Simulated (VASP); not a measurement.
# Hf (I4/mmm) in VASP: a series of runs

Runs on Hf. Level: LDA. Tasks: single point.

Program: VASP 6.6.1. These are calculated values, not measurements. Logs are shortened: lines on timing, memory, paths and dates and some standing lists are left out, and cuts for length are marked.

## 1. The cell of the first run

It takes space group I4/mmm (No. 139, tetragonal). The conventional cell has a = 2.797 Å, b = 2.797 Å, c = 5.593 Å, α = 90.00°, β = 90.00°, γ = 90.00°. Hf (site symmetry 4/mmm) has 12 Hf at 2.80 to 3.43 Å within 3.7 Å.

## 2. Single point, LDA

File INCAR:

```
ALGO = Fast
EDIFF = 1E-6
ENCUT = 520
ISIF = 2
ISMEAR = 0
LASPH = T
LCHARG = T
LELF = T
LREAL = F
LVHAR = T
LWAVE = F
NBANDS = 11
NELM = 80
PREC = Accurate
SIGMA = 0.15
```

File KPOINTS:

```
k-points
0
Gamma
  20 20 20
```

File POSCAR:

```
Hf
1.0
    0.0000000000      1.9778947208      2.7967431353
    1.9778947208      0.0000000000      2.7967431353
    1.9778947208      1.9778947208      0.0000000000
Hf
1
Direct
    0.0000000000      0.0000000000      0.0000000000
```

Potentials or basis: VASP PAW LDA potentials, release 64 (Hf_pv).

Started as:

```
$ cat potpaw_LDA.64/Hf_pv/POTCAR > POTCAR
$ mpirun -np 1 vasp_std > vasp.out
```

OUTCAR:

```text
EDIFF = 1E-6
   ENCUT = 520
   ISIF = 2
   ISMEAR = 0
   LASPH = T
   LREAL = F
   NELM = 80
   PREC = Accurate

 ion  position               nearest neighbor table
   1  0.000  0.000  0.000-

  LATTYP: Found a body centered tetragonal cell.
 ALAT       =     2.7971655391
 C/A-ratio  =     1.9996979773

  Lattice vectors:

 A1 = (  -1.9778947208,   0.0000000000,   2.7967431353)
 A2 = (   1.9778947208,   0.0000000000,   2.7967431353)
 A3 = (   0.0000000000,   1.9778947208,  -2.7967431353)

Analysis of symmetry for initial positions (statically):
=====================================================================
 Subroutine PRICEL returns:
 Original cell was already a primitive cell.

 Routine SETGRP: Setting up the symmetry group for a
 body centered tetragonal supercell.

 Subroutine GETGRP returns: Found 16 space group operations
 (whereof 16 operations were pure point group operations)
 out of a pool of 16 trial point group operations.

The static configuration has the point symmetry D_4h.

Analysis of symmetry for dynamics (positions and initial velocities):
=====================================================================
 Subroutine PRICEL returns:
 Original cell was already a primitive cell.

 Routine SETGRP: Setting up the symmetry group for a
 body centered tetragonal supercell.

 Subroutine GETGRP returns: Found 16 space group operations
 (whereof 16 operations were pure point group operations)
 out of a pool of 16 trial point group operations.

The dynamic configuration has the point symmetry D_4h.

 Subroutine INISYM returns: Found 16 space group operations
 (whereof 16 operations are pure point group operations),
 and found     1 'primitive' translations

----------------------------------------------------------------------------------------

                                     Primitive cell

  volume of cell :      21.8821

  direct lattice vectors                    reciprocal lattice vectors
     0.000000000  1.977894721  2.796743135    -0.252794041  0.252794041  0.178779379
     1.977894721  0.000000000  2.796743135     0.252794041 -0.252794041  0.178779379
     1.977894721  1.977894721  0.000000000     0.252794041  0.252794041 -0.178779379

  length of vectors
     3.425469266  3.425469266  2.797165539     0.399714549  0.399714549  0.399714549

  position of ions in fractional coordinates (direct lattice)
     0.000000000  0.000000000  0.000000000

  ion indices of the primitive-cell ions
   primitive index   ion index
                 1           1

----------------------------------------------------------------------------------------

 KPOINTS: k-points

Automatic generation of k-mesh.
 Grid dimensions read from file:
 generate k-points for:   20   20   20

 Generating k-lattice:

  Cartesian coordinates                     Fractional coordinates (reciprocal lattice)
    -0.012639702  0.012639702  0.008938969     0.050000000  0.000000000  0.000000000
     0.012639702 -0.012639702  0.008938969     0.000000000  0.050000000  0.000000000
     0.012639702  0.012639702 -0.008938969    -0.000000000 -0.000000000  0.050000000

  Length of vectors
     0.019985727  0.019985727  0.019985727

  Shift w.r.t. Gamma in fractional coordinates (k-lattice)
     0.000000000  0.000000000  0.000000000

 Subroutine IBZKPT returns following result:
 ===========================================

 Found    641 irreducible k-points:

 Following reciprocal coordinates:
            Coordinates               Weight
  0.000000  0.000000  0.000000      1.000000
  0.050000 -0.000000  0.000000      8.000000
  0.100000 -0.000000  0.000000      8.000000
  0.150000  0.000000  0.000000      8.000000
  0.200000 -0.000000  0.000000      8.000000
  0.250000  0.000000  0.000000      8.000000
[... 16 lines left out ...]
 -0.400000  0.050000  0.000000      8.000000
 -0.350000  0.050000  0.000000      8.000000
 [... further k-points ...]
   k-points           NKPTS =    641   k-points in BZ     NKDIM =    641   number of bands    NBANDS=     11
   number of dos      NEDOS =    301   number of ions     NIONS =      1
   total plane-waves  NPLWV =  18816
   dimension x,y,z NGX =    28 NGY =   28 NGZ =   24
   dimension x,y,z NGXF=    56 NGYF=   56 NGZF=   48
   ions per type =               1
   NGX,Y,Z   is equivalent  to a cutoff of  13.59, 13.59, 14.26 a.u.
   NGXF,Y,Z  is equivalent  to a cutoff of  27.18, 27.18, 28.53 a.u.
 SYSTEM =  unknown system
   PREC   = accura    normal or accurate (medium, high low for compatibility)
   ISTART =      0    job   : 0-new  1-cont  2-samecut
   ICHARG =      2    charge: 1-file 2-atom 10-const
   ISPIN  =      1    spin polarized calculation?
   LNONCOLLINEAR =      F non collinear calculations
   LSORBIT =      F    spin-orbit coupling
   LASPH  =      T    aspherical Exc in radial PAW
   ENCUT  =  520.0 eV  38.22 Ry    6.18 a.u.   6.37  6.37  5.20*2*pi/ulx,y,z
   NELM   =     80;   NELMIN=  2; NELMDL= -5     # of ELM steps
   EDIFF  = 0.1E-05   stopping-criterion for ELM
   LREAL  =      F    real-space projection
   EDIFFG = 0.1E-04   stopping-criterion for IOM
   NSW    =      0    number of steps for IOM
   IBRION =     -1    ionic relax: 0-MD 1-quasi-New 2-CG
   NFREE  =      0    steps in history (QN), initial steepest desc. (CG)
   ISIF   =      2    stress and relaxation
   ISYM   =      2    0-nonsym 1-usesym 2-fastsym
   POTIM  = 0.5000    time-step for ionic-motion
   TEBEG  =    0.0;   TEEND  =   0.0 temperature during run
   PSTRESS=    0.0 pullay stress
   NELECT =      10.0000    total number of electrons
   NUPDOWN=      -1.0000    fix difference up-down
   EMIN   =  10.00;   EMAX   =-10.00  energy-range for DOS
   EFERMI =   0.00;   METHOD = LEGACY
   ISMEAR =     0;   SIGMA  =   0.15  broadening in eV -4-tet -1-fermi 0-gaus
   EFERMI_NEDOS =   21; number of points for ismear=-14 and -15
   IALGO  =     68    algorithm
   IMIX   =      4    mixing-type and parameters
     AMIX     =   0.40;   BMIX     =  1.00
     AMIX_MAG =   1.60;   BMIX_MAG =  1.00
  volume/ion in A,a.u.               =      21.88       147.67
  Fermi-wavevector in a.u.,A,eV,Ry     =   1.260991  2.382927 21.634588  1.590097
  Thomas-Fermi vector in A             =   2.394472
   LORBIT       =      0    0 simple, 1 ext, 2 COOP (PROOUT), +10 PAW based schemes
   GGA     = CA    functional components
   LHFCALC =     F    Hartree Fock is set to
   AEXX    =    0.0000 exact exchange contribution
   IVDW    =     0    specifies the selected vdW correction
   LEPSILON=     F    determine dielectric tensor
   LRPA    =     F    only Hartree local field effects (RPA)
 non-spin polarized calculation
 RMM-DIIS sequential band-by-band and
 Gauss-broadening in eV      SIGMA  =   0.15
  energy-cutoff  :      520.00
  volume of cell :       21.88
 maximum number of plane-waves:       607
 NGX is ok and might be reduce to    28

 number of electron      10.0000001 magnetization

 Free energy of the ion-electron system (eV)
  ---------------------------------------------------
  ext. energy  EPLUGINS =         0.00000000
  ---------------------------------------------------
  free energy    TOTEN  =       -10.36819272 eV

  energy without entropy =      -10.35566113  energy(sigma->0) =      -10.36192692

 E-fermi :   4.4856     XC(G=0): -11.5350

 val. band max:        4.4734098763   @ k =   0.3500   0.1500   0.0500
 cond. band min:       4.4889486510   @ k =   0.3000   0.2000   0.1000
 fundamental gap:      0.0155387747
 Fermi energy:         4.4855556285

 k-point     1 :       0.0000    0.0000    0.0000
  band No.  band energies     occupation
      1     -25.2474      2.00000
      2     -24.8866      2.00000
      3     -24.8866      2.00000
      4      -2.3778      2.00000
      5       3.7307      2.00000
      6       5.1086      0.00000
      7       8.2466      0.00000
      8       8.2466      0.00000
      9      11.7585      0.00000
     10      16.1892      0.00000
     11      17.7811      0.00000

 k-point     2 :       0.0500   -0.0000    0.0000
  band No.  band energies     occupation
      1     -25.2499      2.00000
      2     -24.9231      2.00000
      3     -24.8846      2.00000
      4      -2.2814      2.00000
      5       3.7912      2.00000
      6       5.1438      0.00000
      7       8.0549      0.00000
      8       8.2870      0.00000
      9      11.6261      0.00000
     10      16.3769      0.00000
     11      18.0047      0.00000

 k-point     3 :       0.1000   -0.0000    0.0000
  band No.  band energies     occupation
      1     -25.2579      2.00000
      2     -25.0270      2.00000
      3     -24.8786      2.00000
      4      -2.0004      2.00000
      5       3.9541      2.00000
      6       5.2469      0.00000
      7       7.5926      0.00000
      8       8.4042      0.00000
      9      11.2682      0.00000
     10      16.7857      0.00000
     11      18.7124      0.00000

 k-point     4 :       0.1500    0.0000    0.0000
  band No.  band energies     occupation
      1     -25.2793      2.00000
      2     -25.1765      2.00000
      3     -24.8692      2.00000
      4      -1.5592      2.00000
      5       4.1672      1.99732
      6       5.3681      0.00000
      7       7.1346      0.00000
      8       8.5840      0.00000
      9      10.7785      0.00000
     10      16.9502      0.00000
     11      17.1980      0.00000
[... 239 lines left out ...]
 k-point    22 :      -0.4500    0.0500    0.0000
  band No.  band energies     occupation
      1     -26.2600      2.00000
      2     -25.3208      2.00000
      3     -24.8010      2.00000
      4       1.3516      2.00000
      5       4.0480      1.99996
      6       5.7382      0.00000
      7       7.8964      0.00000
      8      10.4642      0.00000
      9      10.6747      0.00000
     10      14.6760      0.00000
     11      16.1777      0.00000

 k-point    23 :      -0.4000    0.0500    0.0000
  band No.  band energies     occupation
      1     -26.2262      2.00000
      2     -25.3090      2.00000
      3     -24.8014      2.00000
      4       1.2890      2.00000
      5       4.0267      1.99998
      6       5.4624      0.00000
      7       7.9703      0.00000
      8      10.3803      0.00000
      9      10.4936      0.00000
     10      15.1408      0.00000
     11      16.1845      0.00000

 k-point    24 :      -0.3500    0.0500    0.0000
  band No.  band energies     occupation
      1     -26.1340      2.00000
      2     -25.2951      2.00000
      3     -24.8061      2.00000
      4       1.0701      2.00000
      5       4.0212      1.99999
      6       5.2070      0.00000
      7       8.1632      0.00000
      8       9.9063      0.00000
      9      10.2183      0.00000
     10      15.9083      0.00000
     11      16.2647      0.00000

 [... further k-points ...]

------------------------ aborting loop because EDIFF is reached ----------------------------------------

  FORCE on cell =-STRESS in cart. coord.  units (eV):
  Direction    XX          YY          ZZ          XY          YZ          ZX
  --------------------------------------------------------------------------------------
  -------------------------------------------------------------------------------------
  Total       -0.0188718     -0.0188718     -2.3635562      0.0000000      0.0000000      0.0000000
  in kB       -1.3817667     -1.3817667   -173.0563719      0.0000000      0.0000000      0.0000000
  external PRESSURE =     -58.6066351 kB  Pullay stress =       0.0000000 kB

 VOLUME and BASIS-vectors are now :
 -----------------------------------------------------------------------------
  energy-cutoff  :      520.00
  volume of cell :       21.88
      direct lattice vectors                 reciprocal lattice vectors
     0.000000000  1.977894721  2.796743135    -0.252794041  0.252794041  0.178779379
     1.977894721  0.000000000  2.796743135     0.252794041 -0.252794041  0.178779379
     1.977894721  1.977894721  0.000000000     0.252794041  0.252794041 -0.178779379

 POSITION                                       TOTAL-FORCE (eV/Angst)
 -----------------------------------------------------------------------------------
      0.00000      0.00000      0.00000         0.000000      0.000000     -0.000000
 -----------------------------------------------------------------------------------
    total drift:                                0.000000     -0.000000     -0.000000

  FREE ENERGIE OF THE ION-ELECTRON SYSTEM (eV)
  ---------------------------------------------------
  free  energy   TOTEN  =       -10.3681927212 eV

  energy  without entropy=      -10.3556611272  energy(sigma->0) =      -10.36192692
```

It took 4.5 min on 1 thread of Intel Xeon 8259CL, shared host; peak memory 0.27 GiB.

What came out:

| Property | Result |
| --- | --- |
| Free energy | -10.3682 eV |
| Pressure | -5.9 GPa |
| Band gap on the k mesh | zero (bands 5 and 6 overlap by 1.90 eV) |

Stress tensor (GPa, compression positive):
```
 -0.14   0.00   0.00
  0.00  -0.14   0.00
  0.00   0.00 -17.31
```

Caveat: the stress differs along the axes, from -17 to -0 GPa; spin-orbit coupling is left out, which moves the levels of the heavy elements.

## 3. Single point, LDA

This run uses another cell than the first one, of the same volume but with other edges.

File INCAR:

```
PREC = Accurate
ENCUT = 520
EDIFF = 1E-7
ISMEAR = 0
SIGMA = 0.15
LREAL = False
LASPH = True
NELM = 100
ALGO = Fast
ISIF = 2
LWAVE = False
LCHARG = True
GGA = CA
LELF = True
LVHAR = True
NBANDS = 11
```

File KPOINTS:

```
Automatic mesh
0
Gamma
  20 20 20
```

File POSCAR:

```
Hf
1.0
    0.0000000000      2.3435811662      1.9920439913
    2.3435811662      0.0000000000      1.9920439913
    2.3435811662      2.3435811662      0.0000000000
Hf
1
Direct
    0.0000000000      0.0000000000      0.0000000000
```

Potentials or basis: VASP PAW LDA potentials, release 64 (Hf_pv).

Started as:

```
$ cat potpaw_LDA.64/Hf_pv/POTCAR > POTCAR
$ mpirun -np 1 vasp_std > vasp.out
```

Run time: 3.9 min. Hardware: 1 thread of Intel Xeon 8259CL, shared host; peak memory 0.26 GiB.

The run converged. Its results:

| Property | Result |
| --- | --- |
| Free energy | -10.5713 eV |
| Pressure | -5.9 GPa |
| Band gap on the k mesh | zero (bands 5 and 6 overlap by 1.93 eV) |

Stress tensor (GPa, compression positive):
```
-7.54  0.00  0.00
 0.00 -7.54  0.00
 0.00  0.00 -2.67
```

Levels at points of the mesh, in eV from the Fermi level:
```csv
k point,band 3,band 4,band 5,band 6,band 7,band 8
"(0.00, 0.00, 0.00)",-29.72,-7.16,1.03,1.03,2.70,2.82
"(0.50, 0.00, 0.00)",-29.75,-3.61,0.16,0.93,2.40,5.64
"(0.50, 0.50, 0.00)",-30.21,-3.06,-2.48,4.77,6.41,6.99
"(0.50, 0.00, 0.50)",-29.86,-3.41,-1.79,2.01,5.73,6.06
```

Caveat: the cell stands under tension; spin-orbit coupling is left out, which moves the levels of the heavy elements.

## 4. Single point, LDA

This run uses another cell than the first one, of the same volume but with other edges.

File INCAR:

```
PREC     = Accurate       # precision mode
ENCUT    = 520            # plane-wave cutoff, eV
EDIFF    = 1E-7           # SCF threshold, eV
ISMEAR   = 0              # smearing method
SIGMA    = 0.15           # smearing width, eV
LREAL    = F              # projectors in reciprocal space
LASPH    = T              # aspherical terms in the spheres
NELM     = 60             # most SCF steps
ALGO     = Fast           # electronic algorithm
ISIF     = 2              # what is computed and relaxed
LWAVE    = F              # write WAVECAR
LCHARG   = F              # write CHGCAR
GGA      = CA             # functional
NBANDS   = 11             # bands
```

KPOINTS is that of step 3.

File POSCAR:

```
Hf
1.0
    0.0000000000      2.0890999841      2.5069199809
    2.0890999841      0.0000000000      2.5069199809
    2.0890999841      2.0890999841      0.0000000000
Hf
1
Direct
    0.0000000000      0.0000000000      0.0000000000
```

Potentials or basis: VASP PAW LDA potentials, release 64 (Hf_pv).

Started as:

```
$ cat potpaw_LDA.64/Hf_pv/POTCAR > POTCAR
$ mpirun -np 1 vasp_std > vasp.out
```

OUTCAR:

```text
PREC = Accurate
   ENCUT = 520
   EDIFF = 1E-7
   ISMEAR = 0
   LREAL = F
   LASPH = T
   NELM = 60
   ISIF = 2
   GGA = CA

 ion  position               nearest neighbor table
   1  0.000  0.000  0.000-

  LATTYP: Found a body centered tetragonal cell.
 ALAT       =     2.9544335307
 C/A-ratio  =     1.6970562748

  Lattice vectors:

 A1 = (  -2.0890999841,   0.0000000000,   2.5069199809)
 A2 = (   2.0890999841,   0.0000000000,   2.5069199809)
 A3 = (   0.0000000000,   2.0890999841,  -2.5069199809)
[... 515 lines left out ...]
     11      17.3080      0.00000

 [... further k-points ...]

------------------------ aborting loop because EDIFF is reached ----------------------------------------

  FORCE on cell =-STRESS in cart. coord.  units (eV):
  Direction    XX          YY          ZZ          XY          YZ          ZX
  --------------------------------------------------------------------------------------
  -------------------------------------------------------------------------------------
  Total       -0.4449089     -0.4449089     -1.5933094      0.0000000     -0.0000000      0.0000000
  in kB      -32.5756280    -32.5756280   -116.6599485      0.0000000     -0.0000000      0.0000000
  external PRESSURE =     -60.6037348 kB  Pullay stress =       0.0000000 kB

 VOLUME and BASIS-vectors are now :
 -----------------------------------------------------------------------------
  energy-cutoff  :      520.00
  volume of cell :       21.88
      direct lattice vectors                 reciprocal lattice vectors
     0.000000000  2.089099984  2.506919981    -0.239337516  0.239337516  0.199447930
     2.089099984  0.000000000  2.506919981     0.239337516 -0.239337516  0.199447930
     2.089099984  2.089099984  0.000000000     0.239337516  0.239337516 -0.199447930

 POSITION                                       TOTAL-FORCE (eV/Angst)
 -----------------------------------------------------------------------------------
      0.00000      0.00000      0.00000        -0.000000      0.000000      0.000000
 -----------------------------------------------------------------------------------
    total drift:                               -0.000000      0.000000      0.000000

  FREE ENERGIE OF THE ION-ELECTRON SYSTEM (eV)
  ---------------------------------------------------
  free  energy   TOTEN  =       -10.5460247030 eV

  energy  without entropy=      -10.5256055756  energy(sigma->0) =      -10.53581514
```

Run time: 2.6 min. Hardware: 1 thread of Intel Xeon 8259CL, shared host; peak memory 0.26 GiB.

Results:

```
Free energy            : -10.5460 eV
Pressure               : -6.1 GPa
Band gap on the k mesh : zero (bands 5 and 6 overlap by 1.72 eV)
```

Caveat: the stress differs along the axes, from -12 to -3 GPa; spin-orbit coupling is left out, which moves the levels of the heavy elements.

## 5. Overview

```csv
cell,further INCAR settings,gap on the mesh (eV),pressure (GPa)
"a = 3.425, b = 3.425, c = 2.797 Å, angles 65.9, 65.9, 48.2°, 1 atom",ALGO = Fast; EDIFF = 1e-06; NBANDS = 11,none,-5.9
"a = 3.076, b = 3.076, c = 3.314 Å, angles 57.4, 57.4, 65.2°, 1 atom",ALGO = Fast; EDIFF = 1e-07; NBANDS = 11,none,-5.9
"a = 3.263, b = 3.263, c = 2.954 Å, angles 63.1, 63.1, 53.8°, 1 atom",ALGO = Fast; EDIFF = 1e-07; NBANDS = 11,none,-6.1
```

Alike in all rows: task single point; level LDA; potentials or basis VASP PAW LDA potentials, release 64 (Hf_pv); no spin polarisation; k mesh 20 × 20 × 20; cutoff (eV) 520; smearing gaussian 0.15 eV.

Caveats: spin-orbit coupling is left out, which moves the levels of the heavy elements; the stress differs along the axes, from -17 to -0 GPa (at least some runs); the cell stands under tension (at least some runs); the stress differs along the axes, from -12 to -3 GPa (at least some runs).

Absolute energies hang on the potentials; compare differences alone.
